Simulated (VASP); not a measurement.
# Pr2B (C2/m) in VASP: notebook

Pr2B is run at these levels: PBE; tasks: single point.

Program: VASP 6.6.1. These are calculated values, not measurements. Logs are shortened: lines on timing, memory, paths and dates and some standing lists are left out, and cuts for length are marked.

### 1 The cell of the first run

The structure is monoclinic, space group C2/m (No. 12). Conventional cell: a = 5.949 Å, b = 4.179 Å, c = 6.884 Å, α = 90.00°, β = 100.88°, γ = 90.00°. Within 3.7 Å of Pr (site symmetry m) lie 3 B at 2.65 to 2.73 Å and 5 Pr at 3.52 to 3.64 Å. Within 3.7 Å of B (site symmetry 2/m) lie 6 Pr at 2.65 to 2.73 Å and 4 B at 3.64 Å.

### 2 Single point, PBE

File INCAR:

```
SYSTEM = Pr2B
  PREC = Accurate
  ENCUT = 500
  EDIFF = 1E-6
  ISMEAR = 0
  SIGMA = 0.1
  LREAL = .False.
  LASPH = .True.
  NELM = 200
  ALGO = Normal
  ISIF = 2
  LWAVE = .False.
  LCHARG = .False.
  GGA = PE
  NBANDS = 20
  GGA_COMPAT = .False.
  LMAXMIX = 6
```

File KPOINTS:

```
Automatic mesh
0
Gamma
  6 6 4
  0 0 0
```

File POSCAR:

```
Pr2B
1.0
    2.9743191932     -2.0897452817      0.0000000000
    2.9743191932      2.0897452817      0.0000000000
   -1.2995005098      0.0000000000      6.7604152135
Pr B
2 1
Direct
    0.3106429394      0.3106429394      0.2701561370
    0.6893570606      0.6893570606      0.7298438630
    0.0000000000      0.0000000000      0.5000000000
```

Potentials or basis: VASP PAW PBE potentials, release 64 (Pr_3, B), 4f in core.

Launch:

```console
> cat potpaw_PBE.64/Pr_3/POTCAR potpaw_PBE.64/B/POTCAR > POTCAR
> mpirun -np 1 vasp_std > vasp.out
```

OUTCAR:

```text
SYSTEM = Pr2B
   PREC = Accurate
   ENCUT = 500
   EDIFF = 1E-6
   ISMEAR = 0
   LREAL = .False.
   LASPH = .True.
   NELM = 200
   ISIF = 2
   GGA = PE

 ion  position               nearest neighbor table
   1  0.311  0.311  0.270-   3 2.65   3 2.73   3 2.73   2 3.52
   2  0.689  0.689  0.730-   3 2.65   3 2.73   3 2.73   1 3.52
   3  0.000  0.000  0.500-   1 2.65   2 2.65   2 2.73   2 2.73   1 2.73   1 2.73

  LATTYP: Found a base centered monoclinic cell.
 ALAT       =     5.9486383864
 B/A-ratio  =     0.7025961728
 C/A-ratio  =     1.1572696447
 COS(beta)  =    -0.1887662391

  Lattice vectors:

 A1 = (   2.9743191932,  -2.0897452817,   0.0000000000)
 A2 = (   2.9743191932,   2.0897452817,   0.0000000000)
 A3 = (  -1.2995005098,   0.0000000000,   6.7604152135)

Analysis of symmetry for initial positions (statically):
=====================================================================
 Subroutine PRICEL returns:
 Original cell was already a primitive cell.

 Routine SETGRP: Setting up the symmetry group for a
 base centered monoclinic supercell.

 Subroutine GETGRP returns: Found  4 space group operations
 (whereof  4 operations were pure point group operations)
 out of a pool of  4 trial point group operations.

The static configuration has the point symmetry C_2h.

Analysis of symmetry for dynamics (positions and initial velocities):
=====================================================================
 Subroutine PRICEL returns:
 Original cell was already a primitive cell.

 Routine SETGRP: Setting up the symmetry group for a
 base centered monoclinic supercell.

 Subroutine GETGRP returns: Found  4 space group operations
 (whereof  4 operations were pure point group operations)
 out of a pool of  4 trial point group operations.

The dynamic configuration has the point symmetry C_2h.

 Subroutine INISYM returns: Found  4 space group operations
 (whereof  4 operations are pure point group operations),
 and found     1 'primitive' translations

----------------------------------------------------------------------------------------

                                     Primitive cell

  volume of cell :      84.0397

  direct lattice vectors                    reciprocal lattice vectors
     2.974319193 -2.089745282  0.000000000     0.168105697 -0.239263610  0.032313613
     2.974319193  2.089745282  0.000000000     0.168105697  0.239263610  0.032313613
    -1.299500510  0.000000000  6.760415213     0.000000000  0.000000000  0.147919909

  length of vectors
     3.635052958  3.635052958  6.884178632     0.294195122  0.294195122  0.147919909

  position of ions in fractional coordinates (direct lattice)
     0.310642939  0.310642939  0.270156137
     0.689357061  0.689357061  0.729843863
     0.000000000  0.000000000  0.500000000

  ion indices of the primitive-cell ions
   primitive index   ion index
                 1           1
                 2           2
                 3           3

----------------------------------------------------------------------------------------

 KPOINTS: Automatic mesh

Automatic generation of k-mesh.
 Grid dimensions read from file:
 generate k-points for:    6    6    4

 Generating k-lattice:

  Cartesian coordinates                     Fractional coordinates (reciprocal lattice)
     0.028017616 -0.039877268  0.005385602     0.166666667  0.000000000  0.000000000
     0.028017616  0.039877268  0.005385602     0.000000000  0.166666667  0.000000000
     0.000000000  0.000000000  0.036979977     0.000000000  0.000000000  0.250000000

  Length of vectors
     0.049032520  0.049032520  0.036979977

  Shift w.r.t. Gamma in fractional coordinates (k-lattice)
     0.000000000  0.000000000  0.000000000

 Subroutine IBZKPT returns following result:
 ===========================================

 Found     47 irreducible k-points:

 Following reciprocal coordinates:
            Coordinates               Weight
  0.000000  0.000000  0.000000      1.000000
  0.166667  0.000000 -0.000000      4.000000
  0.333333  0.000000 -0.000000      4.000000
  0.500000  0.000000  0.000000      2.000000
  0.166667  0.166667 -0.000000      2.000000
  0.333333  0.166667  0.000000      4.000000
[... 16 lines left out ...]
 -0.333333  0.166667  0.250000      4.000000
 -0.166667  0.166667  0.250000      4.000000
 [... further k-points ...]
   k-points           NKPTS =     47   k-points in BZ     NKDIM =     47   number of bands    NBANDS=     20
   number of dos      NEDOS =    301   number of ions     NIONS =      3
   total plane-waves  NPLWV =  39200
   dimension x,y,z NGX =    28 NGY =   28 NGZ =   50
   dimension x,y,z NGXF=    56 NGYF=   56 NGZF=  100
   ions per type =               2   1
   NGX,Y,Z   is equivalent  to a cutoff of  12.81, 12.81, 12.07 a.u.
   NGXF,Y,Z  is equivalent  to a cutoff of  25.61, 25.61, 24.15 a.u.
 SYSTEM =  Pr2B
   PREC   = accura    normal or accurate (medium, high low for compatibility)
   ISTART =      0    job   : 0-new  1-cont  2-samecut
   ICHARG =      2    charge: 1-file 2-atom 10-const
   ISPIN  =      1    spin polarized calculation?
   LNONCOLLINEAR =      F non collinear calculations
   LSORBIT =      F    spin-orbit coupling
   LASPH  =      T    aspherical Exc in radial PAW
   ENCUT  =  500.0 eV  36.75 Ry    6.06 a.u.   6.63  6.63 12.55*2*pi/ulx,y,z
   NELM   =    200;   NELMIN=  2; NELMDL= -5     # of ELM steps
   EDIFF  = 0.1E-05   stopping-criterion for ELM
   LREAL  =      F    real-space projection
   EDIFFG = 0.1E-04   stopping-criterion for IOM
   NSW    =      0    number of steps for IOM
   IBRION =     -1    ionic relax: 0-MD 1-quasi-New 2-CG
   NFREE  =      0    steps in history (QN), initial steepest desc. (CG)
   ISIF   =      2    stress and relaxation
   ISYM   =      2    0-nonsym 1-usesym 2-fastsym
   POTIM  = 0.5000    time-step for ionic-motion
   TEBEG  =    0.0;   TEEND  =   0.0 temperature during run
   PSTRESS=    0.0 pullay stress
   NELECT =      25.0000    total number of electrons
   NUPDOWN=      -1.0000    fix difference up-down
   EMIN   =  10.00;   EMAX   =-10.00  energy-range for DOS
   EFERMI =   0.00;   METHOD = LEGACY
   ISMEAR =     0;   SIGMA  =   0.10  broadening in eV -4-tet -1-fermi 0-gaus
   EFERMI_NEDOS =   21; number of points for ismear=-14 and -15
   IALGO  =     38    algorithm
   IMIX   =      4    mixing-type and parameters
     AMIX     =   0.40;   BMIX     =  1.00
     AMIX_MAG =   1.60;   BMIX_MAG =  1.00
  volume/ion in A,a.u.               =      28.01       189.04
  Fermi-wavevector in a.u.,A,eV,Ry     =   1.092849  2.065185 16.249689  1.194318
  Thomas-Fermi vector in A             =   2.229122
   LORBIT       =      0    0 simple, 1 ext, 2 COOP (PROOUT), +10 PAW based schemes
   GGA     = PE    functional components
   LHFCALC =     F    Hartree Fock is set to
   AEXX    =    0.0000 exact exchange contribution
   IVDW    =     0    specifies the selected vdW correction
   LEPSILON=     F    determine dielectric tensor
   LRPA    =     F    only Hartree local field effects (RPA)
 non-spin polarized calculation
 Gauss-broadening in eV      SIGMA  =   0.10
  energy-cutoff  :      500.00
  volume of cell :       84.04
 maximum number of plane-waves:      2153
 NGX is ok and might be reduce to    28
   NGX = 13   NGY = 13   NGZ = 25

 number of electron      25.0000000 magnetization

 Free energy of the ion-electron system (eV)
  ---------------------------------------------------
  ext. energy  EPLUGINS =         0.00000000
  ---------------------------------------------------
  free energy    TOTEN  =       -15.75176303 eV

  energy without entropy =      -15.73777568  energy(sigma->0) =      -15.74476935

 E-fermi :   3.2084     XC(G=0):  -9.4972

 val. band max:        3.1741859400   @ k =  -0.1667   0.1667   0.0000
 cond. band min:       3.2155675579   @ k =   0.3333   0.0000  -0.0000
 fundamental gap:      0.0413816179
 Fermi energy:         3.2084121296

 k-point     1 :       0.0000    0.0000    0.0000
  band No.  band energies     occupation
      1     -32.8300      2.00000
      2     -32.7563      2.00000
      3     -15.2452      2.00000
      4     -14.5038      2.00000
      5     -14.4884      2.00000
      6     -14.4607      2.00000
[... 12 lines left out ...]
     19       6.8144      0.00000
     20       6.9867      0.00000

 k-point     2 :       0.1667    0.0000   -0.0000
  band No.  band energies     occupation
      1     -32.8095      2.00000
      2     -32.7423      2.00000
      3     -15.1864      2.00000
      4     -14.6898      2.00000
      5     -14.6083      2.00000
      6     -14.5048      2.00000
[... 12 lines left out ...]
     19       6.7449      0.00000
     20       7.4654      0.00000

 k-point     3 :       0.3333    0.0000   -0.0000
  band No.  band energies     occupation
      1     -32.7669      2.00000
      2     -32.7154      2.00000
      3     -15.1300      2.00000
      4     -15.0755      2.00000
      5     -14.9152      2.00000
      6     -14.5342      2.00000
[... 12 lines left out ...]
     19       7.3904      0.00000
     20       7.8859      0.00000

 k-point     4 :       0.5000    0.0000    0.0000
  band No.  band energies     occupation
      1     -32.7442      2.00000
      2     -32.7031      2.00000
      3     -15.2995      2.00000
      4     -15.2055      2.00000
      5     -14.8976      2.00000
      6     -14.5646      2.00000
[... 429 lines left out ...]
 k-point    23 :      -0.3333    0.1667    0.2500
  band No.  band energies     occupation
      1     -32.7448      2.00000
      2     -32.7027      2.00000
      3     -15.1371      2.00000
      4     -15.1152      2.00000
      5     -14.8305      2.00000
      6     -14.7142      2.00000
[... 12 lines left out ...]
     19       7.8732      0.00000
     20       8.1756      0.00000

 k-point    24 :      -0.1667    0.1667    0.2500
  band No.  band energies     occupation
      1     -32.7821      2.00000
      2     -32.7297      2.00000
      3     -15.0891      2.00000
      4     -14.7925      2.00000
      5     -14.7415      2.00000
      6     -14.6180      2.00000
[... 12 lines left out ...]
     19       7.1788      0.00000
     20       8.0993      0.00000

 [... further k-points ...]

------------------------ aborting loop because EDIFF is reached ----------------------------------------

  FORCE on cell =-STRESS in cart. coord.  units (eV):
  Direction    XX          YY          ZZ          XY          YZ          ZX
  --------------------------------------------------------------------------------------
  -------------------------------------------------------------------------------------
  Total       -0.0293428      0.0558879      0.0337169      0.0000000      0.0000000      0.0411943
  in kB       -0.5594070      1.0654779      0.6427972      0.0000000      0.0000000      0.7853507
  external PRESSURE =       0.3829560 kB  Pullay stress =       0.0000000 kB

 VOLUME and BASIS-vectors are now :
 -----------------------------------------------------------------------------
  energy-cutoff  :      500.00
  volume of cell :       84.04
      direct lattice vectors                 reciprocal lattice vectors
     2.974319193 -2.089745282  0.000000000     0.168105697 -0.239263610  0.032313613
     2.974319193  2.089745282  0.000000000     0.168105697  0.239263610  0.032313613
    -1.299500510  0.000000000  6.760415213     0.000000000  0.000000000  0.147919909

 POSITION                                       TOTAL-FORCE (eV/Angst)
 -----------------------------------------------------------------------------------
      1.49683      0.00000      1.82637        -0.013107      0.000000     -0.013583
      3.15230      0.00000      4.93405         0.013107      0.000000      0.013583
     -0.64975      0.00000      3.38021         0.000000      0.000000      0.000000
 -----------------------------------------------------------------------------------
    total drift:                                0.000000      0.000000      0.000000

  FREE ENERGIE OF THE ION-ELECTRON SYSTEM (eV)
  ---------------------------------------------------
  free  energy   TOTEN  =       -15.7517630332 eV

  energy  without entropy=      -15.7377756751  energy(sigma->0) =      -15.74476935
```

It took 52 s on 1 thread of Intel Xeon 6975P-C (Granite Rapids), shared host; peak memory 0.22 GiB.

Results:

| Item | Value |
| --- | --- |
| Free energy | -15.7518 eV |
| Pressure | 0.0 GPa |
| Largest force | 0.019 eV/Å |
| Band gap on the k mesh | zero (an odd number of electrons rules out a gap without spin polarisation) |

Forces on the atoms (eV/Å):
```
Pr  -0.013  0.000 -0.014
Pr   0.013  0.000  0.014
B    0.000  0.000  0.000
```

Stress tensor (GPa, compression positive):
```
-0.06  0.00  0.08
 0.00  0.11  0.00
 0.08  0.00  0.06
```

Levels at points of the mesh, in eV from the Fermi level:
```csv
k point,band 9,band 10,band 11,band 12,band 13,band 14,band 15,band 16
"(0.00, 0.00, 0.00)",-6.13,-2.65,-1.01,-0.92,0.56,0.75,0.97,2.91
"(0.50, 0.00, 0.00)",-5.25,-2.14,-0.89,-0.80,0.34,0.49,0.50,3.08
"(0.50, 0.50, 0.00)",-5.28,-2.55,-1.35,-1.15,-0.88,0.93,2.78,4.23
"(0.00, 0.00, 0.50)",-5.86,-3.09,-0.98,-0.39,0.37,0.52,0.58,2.80
"(0.50, 0.00, 0.50)",-5.34,-2.37,-0.92,-0.53,0.22,0.33,1.23,2.79
"(0.50, 0.50, 0.50)",-5.27,-2.34,-1.62,-1.07,-0.04,1.04,1.36,2.26
```

Caveat: spin-orbit coupling is left out, which moves the levels of the heavy elements; the 4f electrons are frozen in the core, so they carry no moment and show no levels. Spin polarisation is off, so any magnetic state and its effect on volume and gap are missing.

### 3 Single point, PBE (25.47 Å³/atom)

This run uses another cell than the first one, of 25.47 Å³/atom.

File INCAR:

```
ALGO = Normal ; EDIFF = 1E-6
ENCUT = 500 ; GGA = PE
GGA_COMPAT = F ; ISIF = 2
ISMEAR = 0 ; LASPH = T
LCHARG = F ; LMAXMIX = 6
LREAL = F ; LWAVE = F
NBANDS = 20 ; NELM = 200
PREC = Accurate ; SIGMA = 0.1
```

File KPOINTS:

```
k-points
0
Gamma
  10 10 6
```

File POSCAR:

```
Pr2B
1.0
    2.8506970225     -2.0849323768     -0.0264521264
    2.8506970225      2.0849323768     -0.0264521264
   -1.3060327213      0.0000000000      6.4399501762
Pr B
2 1
Direct
    0.3125215003      0.3125215003      0.2600323372
    0.6874784997      0.6874784997      0.7399676628
    0.0000000000      0.0000000000      0.5000000000
```

Potentials or basis: VASP PAW PBE potentials, release 64 (Pr_3, B), 4f in core.

Launch:

```console
> cat potpaw_PBE.64/Pr_3/POTCAR potpaw_PBE.64/B/POTCAR > POTCAR
> mpirun -np 1 vasp_std > vasp.out
```

Wall time 96 s (1 thread of Intel Xeon 6975P-C (Granite Rapids), shared host); peak memory 0.35 GiB.

The run converged. Its results:

| Property | Result |
| --- | --- |
| Free energy | -15.6667 eV |
| Pressure | 3.4 GPa |
| Largest force | 0.016 eV/Å |
| Band gap on the k mesh | zero (an odd number of electrons rules out a gap without spin polarisation) |

Forces on the atoms (eV/Å):
```
Pr   0.011  0.000  0.012
Pr  -0.011  0.000 -0.012
B    0.000  0.000  0.000
```

Stress tensor (GPa, compression positive):
```
 3.43  0.00 -0.05
 0.00  3.51  0.00
-0.05  0.00  3.40
```

Levels at points of the mesh, in eV from the Fermi level:
| k point | band 9 | band 10 | band 11 | band 12 | band 13 | band 14 | band 15 | band 16 |
| --- | --- | --- | --- | --- | --- | --- | --- | --- |
| (0.00, 0.00, 0.00) | -6.22 | -2.71 | -1.11 | -0.67 | 0.59 | 0.88 | 1.00 | 2.74 |
| (0.50, 0.00, 0.00) | -5.25 | -2.20 | -0.90 | -0.90 | 0.42 | 0.57 | 0.67 | 3.11 |
| (0.50, 0.50, 0.00) | -5.36 | -2.75 | -1.68 | -1.26 | -1.08 | 1.05 | 3.23 | 4.22 |
| (0.00, 0.00, 0.50) | -5.83 | -3.15 | -1.04 | -0.11 | 0.16 | 0.22 | 0.93 | 2.64 |
| (0.50, 0.00, 0.50) | -5.40 | -2.48 | -0.95 | -0.52 | 0.34 | 0.37 | 1.50 | 2.64 |
| (0.50, 0.50, 0.50) | -5.33 | -2.51 | -1.95 | -1.22 | 0.17 | 1.23 | 1.40 | 1.91 |

Caveat: the cell stands under pressure; spin-orbit coupling is left out, which moves the levels of the heavy elements; the 4f electrons are frozen in the core, so they carry no moment and show no levels.
